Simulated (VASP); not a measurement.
# Nb (Im-3m) in VASP: single point with PBE

Aim: the single point of Nb with PBE.

Program: VASP 6.6.1. These are calculated values, not measurements. Logs are shortened: lines on timing, memory, paths and dates and some standing lists are left out, and cuts for length are marked.

**1. The cell of the first run**

The structure is cubic, space group Im-3m (No. 229). Conventional cell: a = 3.313 Å, b = 3.313 Å, c = 3.313 Å, α = 90.00°, β = 90.00°, γ = 90.00°. Within 3.8 Å of Nb (site symmetry m-3m) lie 14 Nb at 2.87 to 3.31 Å.

**2. Single point, PBE**

Input file INCAR:

```
PREC     = Accurate       # precision mode
ENCUT    = 520            # plane-wave cutoff, eV
EDIFF    = 1E-6           # SCF threshold, eV
ISMEAR   = -1             # smearing method
SIGMA    = 0.13605693000000002 # smearing width, eV
LREAL    = F              # projectors in reciprocal space
LASPH    = T              # aspherical terms in the spheres
NELM     = 100            # most SCF steps
ALGO     = Normal         # electronic algorithm
ISIF     = 2              # what is computed and relaxed
LWAVE    = F              # write WAVECAR
LCHARG   = F              # write CHGCAR
GGA      = PE             # functional
NBANDS   = 12             # bands
```

Input file KPOINTS:

```
Automatic mesh
0
Gamma
  14 14 14
```

Input file POSCAR:

```
Nb
1.0
   -1.6564182219      1.6564182219      1.6564182219
    1.6564182219     -1.6564182219      1.6564182219
    1.6564182219      1.6564182219     -1.6564182219
Nb
1
Direct
    0.0000000000      0.0000000000      0.0000000000
```

Potentials or basis: VASP PAW PBE potentials, release 64 (Nb_sv).

Command:

```console
$ cat potpaw_PBE.64/Nb_sv/POTCAR > POTCAR
$ mpirun -np 1 vasp_std > vasp.out
```

OUTCAR:

```text
PREC = Accurate
   ENCUT = 520
   EDIFF = 1E-6
   ISMEAR = -1
   LREAL = F
   LASPH = T
   NELM = 100
   ISIF = 2
   GGA = PE

 ion  position               nearest neighbor table
   1  0.000  0.000  0.000-

  LATTYP: Found a body centered cubic cell.
 ALAT       =     3.3128364438

  Lattice vectors:

 A1 = (  -1.6564182219,   1.6564182219,   1.6564182219)
 A2 = (   1.6564182219,  -1.6564182219,   1.6564182219)
 A3 = (   1.6564182219,   1.6564182219,  -1.6564182219)

Analysis of symmetry for initial positions (statically):
=====================================================================
 Subroutine PRICEL returns:
 Original cell was already a primitive cell.

 Routine SETGRP: Setting up the symmetry group for a
 body centered cubic supercell.

 Subroutine GETGRP returns: Found 48 space group operations
 (whereof 48 operations were pure point group operations)
 out of a pool of 48 trial point group operations.

The static configuration has the point symmetry O_h .

Analysis of symmetry for dynamics (positions and initial velocities):
=====================================================================
 Subroutine PRICEL returns:
 Original cell was already a primitive cell.

 Routine SETGRP: Setting up the symmetry group for a
 body centered cubic supercell.

 Subroutine GETGRP returns: Found 48 space group operations
 (whereof 48 operations were pure point group operations)
 out of a pool of 48 trial point group operations.

The dynamic configuration has the point symmetry O_h .

 Subroutine INISYM returns: Found 48 space group operations
 (whereof 48 operations are pure point group operations),
 and found     1 'primitive' translations

----------------------------------------------------------------------------------------

                                     Primitive cell

  volume of cell :      18.1790

  direct lattice vectors                    reciprocal lattice vectors
    -1.656418222  1.656418222  1.656418222     0.000000000  0.301856134  0.301856134
     1.656418222 -1.656418222  1.656418222     0.301856134  0.000000000  0.301856134
     1.656418222  1.656418222 -1.656418222     0.301856134  0.301856134  0.000000000

  length of vectors
     2.869000519  2.869000519  2.869000519     0.426889038  0.426889038  0.426889038

  position of ions in fractional coordinates (direct lattice)
     0.000000000  0.000000000  0.000000000

  ion indices of the primitive-cell ions
   primitive index   ion index
                 1           1

----------------------------------------------------------------------------------------

 KPOINTS: Automatic mesh

Automatic generation of k-mesh.
 Grid dimensions read from file:
 generate k-points for:   14   14   14

 Generating k-lattice:

  Cartesian coordinates                     Fractional coordinates (reciprocal lattice)
     0.000000000  0.021561152  0.021561152     0.071428571  0.000000000  0.000000000
     0.021561152  0.000000000  0.021561152     0.000000000  0.071428571  0.000000000
     0.021561152  0.021561152  0.000000000     0.000000000  0.000000000  0.071428571

  Length of vectors
     0.030492074  0.030492074  0.030492074

  Shift w.r.t. Gamma in fractional coordinates (k-lattice)
     0.000000000  0.000000000  0.000000000

 Subroutine IBZKPT returns following result:
 ===========================================

 Found    104 irreducible k-points:

 Following reciprocal coordinates:
            Coordinates               Weight
  0.000000  0.000000  0.000000      1.000000
  0.071429  0.000000  0.000000     12.000000
  0.142857  0.000000  0.000000     12.000000
  0.214286  0.000000  0.000000     12.000000
  0.285714  0.000000  0.000000     12.000000
  0.357143  0.000000  0.000000     12.000000
[... 16 lines left out ...]
  0.285714  0.285714  0.000000     24.000000
  0.357143  0.285714  0.000000     24.000000
 [... further k-points ...]
   k-points           NKPTS =    104   k-points in BZ     NKDIM =    104   number of bands    NBANDS=     12
   number of dos      NEDOS =    301   number of ions     NIONS =      1
   total plane-waves  NPLWV =  13824
   dimension x,y,z NGX =    24 NGY =   24 NGZ =   24
   dimension x,y,z NGXF=    48 NGYF=   48 NGZF=   48
   ions per type =               1
   NGX,Y,Z   is equivalent  to a cutoff of  13.91, 13.91, 13.91 a.u.
   NGXF,Y,Z  is equivalent  to a cutoff of  27.81, 27.81, 27.81 a.u.
 SYSTEM =  unknown system
   PREC   = accura    normal or accurate (medium, high low for compatibility)
   ISTART =      0    job   : 0-new  1-cont  2-samecut
   ICHARG =      2    charge: 1-file 2-atom 10-const
   ISPIN  =      1    spin polarized calculation?
   LNONCOLLINEAR =      F non collinear calculations
   LSORBIT =      F    spin-orbit coupling
   LASPH  =      T    aspherical Exc in radial PAW
   ENCUT  =  520.0 eV  38.22 Ry    6.18 a.u.   5.33  5.33  5.33*2*pi/ulx,y,z
   NELM   =    100;   NELMIN=  2; NELMDL= -5     # of ELM steps
   EDIFF  = 0.1E-05   stopping-criterion for ELM
   LREAL  =      F    real-space projection
   EDIFFG = 0.1E-04   stopping-criterion for IOM
   NSW    =      0    number of steps for IOM
   IBRION =     -1    ionic relax: 0-MD 1-quasi-New 2-CG
   NFREE  =      0    steps in history (QN), initial steepest desc. (CG)
   ISIF   =      2    stress and relaxation
   ISYM   =      2    0-nonsym 1-usesym 2-fastsym
   POTIM  = 0.5000    time-step for ionic-motion
   TEBEG  =    0.0;   TEEND  =   0.0 temperature during run
   PSTRESS=    0.0 pullay stress
   NELECT =      13.0000    total number of electrons
   NUPDOWN=      -1.0000    fix difference up-down
   EMIN   =  10.00;   EMAX   =-10.00  energy-range for DOS
   EFERMI =   0.00;   METHOD = LEGACY
   ISMEAR =    -1;   SIGMA  =   0.14  broadening in eV -4-tet -1-fermi 0-gaus
   EFERMI_NEDOS =   21; number of points for ismear=-14 and -15
   IALGO  =     38    algorithm
   IMIX   =      4    mixing-type and parameters
     AMIX     =   0.40;   BMIX     =  1.00
     AMIX_MAG =   1.60;   BMIX_MAG =  1.00
  volume/ion in A,a.u.               =      18.18       122.68
  Fermi-wavevector in a.u.,A,eV,Ry     =   1.463971  2.766505 29.160177  2.143213
  Thomas-Fermi vector in A             =   2.580003
   LORBIT       =      0    0 simple, 1 ext, 2 COOP (PROOUT), +10 PAW based schemes
   GGA     = PE    functional components
   LHFCALC =     F    Hartree Fock is set to
   AEXX    =    0.0000 exact exchange contribution
   IVDW    =     0    specifies the selected vdW correction
   LEPSILON=     F    determine dielectric tensor
   LRPA    =     F    only Hartree local field effects (RPA)
 non-spin polarized calculation
  energy-cutoff  :      520.00
  volume of cell :       18.18
 maximum number of plane-waves:       498
 NGX is ok and might be reduce to    24
   NGX = 11   NGY = 11   NGZ = 11

 number of electron      13.0000000 magnetization

 Free energy of the ion-electron system (eV)
  ---------------------------------------------------
  ext. energy  EPLUGINS =         0.00000000
  ---------------------------------------------------
  free energy    TOTEN  =       -10.25981000 eV

  energy without entropy =      -10.17144997  energy(sigma->0) =      -10.21562999

 E-fermi :  11.0855     XC(G=0): -12.4525

 val. band max:       11.0628303174   @ k =  -0.2143   0.2143   0.1429
 cond. band min:      11.0867614845   @ k =   0.2857   0.0714   0.0000
 fundamental gap:      0.0239311671
 Fermi energy:        11.0854762583

 k-point     1 :       0.0000    0.0000    0.0000
  band No.  band energies     occupation
      1     -43.3278      2.00000
      2     -18.6446      2.00000
      3     -18.6446      2.00000
      4     -18.6446      2.00000
      5       5.1218      2.00000
      6      11.4204      0.15718
      7      11.4204      0.15718
      8      11.4204      0.15718
      9      14.2996      0.00000
     10      14.2996      0.00000
     11      25.2446      0.00000
     12      25.2446      0.00000

 k-point     2 :       0.0714    0.0000    0.0000
  band No.  band energies     occupation
      1     -43.3163      2.00000
      2     -18.7150      2.00000
      3     -18.6661      2.00000
      4     -18.6452      2.00000
      5       5.3298      2.00000
      6      11.2928      0.35779
      7      11.3886      0.19460
      8      11.6192      0.03881
      9      14.1079      0.00000
     10      14.3002      0.00000
     11      25.4126      0.00000
     12      25.6083      0.00000

 k-point     3 :       0.1429    0.0000    0.0000
  band No.  band energies     occupation
      1     -43.2841      2.00000
      2     -18.9087      2.00000
      3     -18.7255      2.00000
      4     -18.6468      2.00000
      5       5.9075      2.00000
      6      10.9577      1.43786
      7      11.2421      0.48045
      8      12.2036      0.00054
      9      13.7858      0.00000
     10      14.3186      0.00000
     11      25.7507      0.00000
     12      26.6314      0.00000

 k-point     4 :       0.2143    0.0000    0.0000
  band No.  band energies     occupation
      1     -43.2371      2.00000
      2     -19.1809      2.00000
      3     -18.8103      2.00000
      4     -18.6492      2.00000
      5       6.6898      2.00000
      6      10.5205      1.96903
      7      10.9987      1.30853
      8      13.1346      0.00000
      9      13.7121      0.00000
     10      14.3881      0.00000
     11      25.6981      0.00000
     12      27.1876      0.00000

 k-point     5 :       0.2857    0.0000    0.0000
  band No.  band energies     occupation
      1     -43.1845      2.00000
      2     -19.4733      2.00000
      3     -18.9028      2.00000
      4     -18.6519      2.00000
      5       7.3280      2.00000
      6      10.0859      1.99871
      7      11.0438      1.15196
      8      13.9129      0.00000
      9      14.3371      0.00000
     10      14.5303      0.00000
     11      24.8703      0.00000
     12      26.2874      0.00000
[... 228 lines left out ...]
      1     -43.0915      2.00000
      2     -19.7406      2.00000
      3     -19.1889      2.00000
      4     -18.7790      2.00000
      5       8.5193      2.00000
      6       9.6879      1.99993
      7      10.8328      1.72992
      8      13.9694      0.00000
      9      15.1085      0.00000
     10      18.2748      0.00000
     11      22.9423      0.00000
     12      24.8245      0.00000

 k-point    22 :       0.3571    0.2143    0.0000
  band No.  band energies     occupation
      1     -43.0733      2.00000
      2     -19.7779      2.00000
      3     -19.2740      2.00000
      4     -18.7866      2.00000
      5       8.4589      2.00000
      6       9.6759      1.99994
      7      11.1573      0.74197
      8      14.1872      0.00000
      9      15.2301      0.00000
     10      19.4823      0.00000
     11      21.8794      0.00000
     12      23.9216      0.00000

 k-point    23 :       0.2857    0.2857    0.0000
  band No.  band energies     occupation
      1     -43.0707      2.00000
      2     -19.7055      2.00000
      3     -19.3552      2.00000
      4     -18.8020      2.00000
      5       8.7886      2.00000
      6       9.7632      1.99988
      7      10.6777      1.90486
      8      14.2840      0.00000
      9      15.0554      0.00000
     10      19.9374      0.00000
     11      21.7886      0.00000
     12      23.7735      0.00000

 k-point    24 :       0.3571    0.2857    0.0000
  band No.  band energies     occupation
      1     -43.0632      2.00000
      2     -19.6557      2.00000
      3     -19.4534      2.00000
      4     -18.8088      2.00000
      5       8.8401      2.00000
      6       9.9118      1.99964
      7      10.5404      1.96426
      8      14.5113      0.00000
      9      14.9874      0.00000
     10      21.0597      0.00000
     11      21.1948      0.00000
     12      22.8721      0.00000

 [... further k-points ...]
[... 5 lines left out ...]
  --------------------------------------------------------------------------------------
  -------------------------------------------------------------------------------------
  Total       -0.0180658     -0.0180658     -0.0180658      0.0000000      0.0000000     -0.0000000
  in kB       -1.5922042     -1.5922042     -1.5922042      0.0000000      0.0000000     -0.0000000
  external PRESSURE =      -1.5922042 kB  Pullay stress =       0.0000000 kB

 VOLUME and BASIS-vectors are now :
 -----------------------------------------------------------------------------
  energy-cutoff  :      520.00
  volume of cell :       18.18
      direct lattice vectors                 reciprocal lattice vectors
    -1.656418222  1.656418222  1.656418222     0.000000000  0.301856134  0.301856134
     1.656418222 -1.656418222  1.656418222     0.301856134  0.000000000  0.301856134
     1.656418222  1.656418222 -1.656418222     0.301856134  0.301856134  0.000000000

 POSITION                                       TOTAL-FORCE (eV/Angst)
 -----------------------------------------------------------------------------------
      0.00000      0.00000      0.00000         0.000000      0.000000      0.000000
 -----------------------------------------------------------------------------------
    total drift:                                0.000000      0.000000     -0.000000

  FREE ENERGIE OF THE ION-ELECTRON SYSTEM (eV)
  ---------------------------------------------------
  free  energy   TOTEN  =       -10.2598100031 eV

  energy  without entropy=      -10.1714499742  energy(sigma->0) =      -10.21562999
```

Run time: 7.4 s. Hardware: 1 thread of Intel Xeon 6975P-C (Granite Rapids), shared host; peak memory 0.15 GiB.

Results:

| Item | Value |
| --- | --- |
| Free energy | -10.2598 eV |
| Pressure | -0.2 GPa |

Levels at points of the mesh, in eV from the Fermi level:
```tsv
k point	band 2	band 3	band 4	band 5	band 6	band 7	band 8	band 9	band 10	band 11
(0.00, 0.00, 0.00)	-29.73	-29.73	-29.73	-5.96	0.33	0.33	0.33	3.21	3.21	14.16
(0.50, 0.00, 0.00)	-31.05	-30.15	-29.74	-3.72	-1.66	2.20	3.24	3.91	6.26	11.56
(0.50, 0.50, 0.50)	-30.63	-30.63	-30.63	-3.70	-3.70	5.51	5.51	5.51	8.96	8.96
```
